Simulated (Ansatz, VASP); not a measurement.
# SnO2 in VASP and in Ansatz

Contents of INCAR:

```
PREC = Accurate ; ENCUT = 520
EDIFF = 1E-6 ; ISMEAR = 0
SIGMA = 0.05 ; LREAL = False
LASPH = True ; NELM = 60
ALGO = Normal ; ISIF = 2
LWAVE = False ; LCHARG = False
GGA = PS ; NBANDS = 64
```

File KPOINTS:

```
Automatic mesh
0
Gamma
  6 6 6
```

The input POSCAR:

```
SnO2
1.0
    2.9389252074      1.6967892597      4.8476591655
   -2.9389252074      1.6967892597      4.8476591655
    0.0000000000     -3.3935785192      4.8476591655
Sn O
4 8
Direct
    0.8646807174      0.8646807174      0.8646807174
    0.3648245829      0.3648245829      0.8648190111
    0.3648245829      0.8648190111      0.3648245829
    0.8648190111      0.3648245829      0.3648245829
    0.1235003534      0.6233501671      0.6233501671
    0.6233501671      0.1235003534      0.6233501671
    0.6233501671      0.6233501671      0.1235003534
    0.6062113146      0.6062113146      0.6062113146
    0.1234715296      0.1234715296      0.1234715296
    0.1060883083      0.1060883083      0.6062369573
    0.1060883083      0.6062369573      0.1060883083
    0.6062369573      0.1060883083      0.1060883083
```

Input for Ansatz:

```yaml
crystal:
  lattice:
    - [2.9389252074, 1.6967892597, 4.8476591655]
    - [-2.9389252074, 1.6967892597, 4.8476591655]
    - [0.0, -3.3935785192, 4.8476591655]
  atoms:
    - { symbol: Sn, position: [0.8646807174, 0.8646807174, 0.8646807174] }
    - { symbol: Sn, position: [0.3648245829, 0.3648245829, 0.8648190111] }
    - { symbol: Sn, position: [0.3648245829, 0.8648190111, 0.3648245829] }
    - { symbol: Sn, position: [0.8648190111, 0.3648245829, 0.3648245829] }
    - { symbol: O, position: [0.1235003534, 0.6233501671, 0.6233501671] }
    - { symbol: O, position: [0.6233501671, 0.1235003534, 0.6233501671] }
    - { symbol: O, position: [0.6233501671, 0.6233501671, 0.1235003534] }
    - { symbol: O, position: [0.6062113146, 0.6062113146, 0.6062113146] }
    - { symbol: O, position: [0.1234715296, 0.1234715296, 0.1234715296] }
    - { symbol: O, position: [0.1060883083, 0.1060883083, 0.6062369573] }
    - { symbol: O, position: [0.1060883083, 0.6062369573, 0.1060883083] }
    - { symbol: O, position: [0.6062369573, 0.1060883083, 0.1060883083] }
basis:
  ecutwfc: 520.0
kpoints:
  mp_grid: { grid: [6, 6, 6] }
hamiltonian:
  xc: pbesol
  pseudopotentials: { kind: paw, azcp: { folder: soft_1 } }
scf:
  occupations: { method: gaussian, width: 0.05 }
output:
  forces: true
  stress: true
  eigenvalues: true
  write_density: true
  write_potential: true
  elf: true
  volumetric_format: npy
```

Alike in both runs: task single point; functional PBEsol; k mesh 6 × 6 × 6; occupations gaussian, width 0.05 eV; no spin polarisation.

|  | VASP | Ansatz |
| --- | --- | --- |
| version | VASP 6.6.1 | Ansatz 0.2.0 |
| potentials or method | VASP PAW PBE potentials, release 64 (Sn_d, O), cutoff 520 eV | scalar-relativistic, plane waves, PAW |
| valence electrons in the cell | 104 | 104 |

```csv
,VASP,Ansatz,Ansatz less VASP
gap on the k mesh at the Fermi level (eV),3.45,3.46,+0.020
least direct gap on the mesh (eV),3.45,3.46,+0.020
rms of the force components (eV/Å),0.412,0.359,-0.0523
```

VASP's potentials were made for PBE, not for PBEsol, and Ansatz warns of the same on its side. Atom by atom the forces differ by 0.052 eV/Å (rms over components).
